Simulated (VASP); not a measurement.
C: single point with PBE+D3(BJ)

C:

```
C
1.0
     2.46498    0.00000    0.00000
    -1.23249    2.13474    0.00000
     0.00000    0.00000    6.73843
C
4
Direct
  0.00000 0.00000 0.00250
  0.00000 0.00000 0.50250
  0.33333 0.66667 0.00250
  0.66667 0.33333 0.50250
```

```json
{"Program": "VASP 6.6.1", "Task": "single point", "Functional": "PBE", "Dispersion": "D3(BJ)", "Potentials or basis": "VASP PAW PBE potentials, release 64 (C)", "Cutoff": "520 eV", "k mesh": "18 × 18 × 6", "Occupations": "fermi-dirac, width 0.15 eV", "Spin": "no spin polarisation"}
```

- Pressure: 0.5 GPa
- Band gap on the k mesh: zero (band 8 reaches 4.64 eV, above the bottom of band 9 at 4.62 eV)
- Dispersion energy per atom: -0.156 eV

Stress tensor (GPa, compression positive):
```
 0.72  0.00  0.00
 0.00  0.72  0.00
 0.00  0.00 -0.08
```

Levels at points of the mesh, in eV from the Fermi level:
```tsv
k point	band 4	band 5	band 6	band 7	band 8	band 9	band 10	band 11	band 12	band 13
(0.00, 0.00, 0.00)	-6.58	-3.03	-3.03	-3.01	-3.01	4.24	8.31	8.31	8.36	8.36
(0.50, 0.00, 0.00)	-13.17	-6.42	-6.37	-2.76	-2.09	1.50	2.17	7.21	7.59	11.25
(0.00, 0.00, 0.50)	-7.63	-3.02	-3.02	-3.02	-3.02	6.85	6.85	8.34	8.34	8.34
(0.50, 0.00, 0.50)	-13.22	-6.40	-6.40	-2.37	-2.37	1.65	1.65	7.39	7.39	12.54
```

Run time: 55 s on 1 thread of AMD EPYC 7R43 64-Core Processor (Zen 3), on a shared host, peak memory 0.16 GiB.
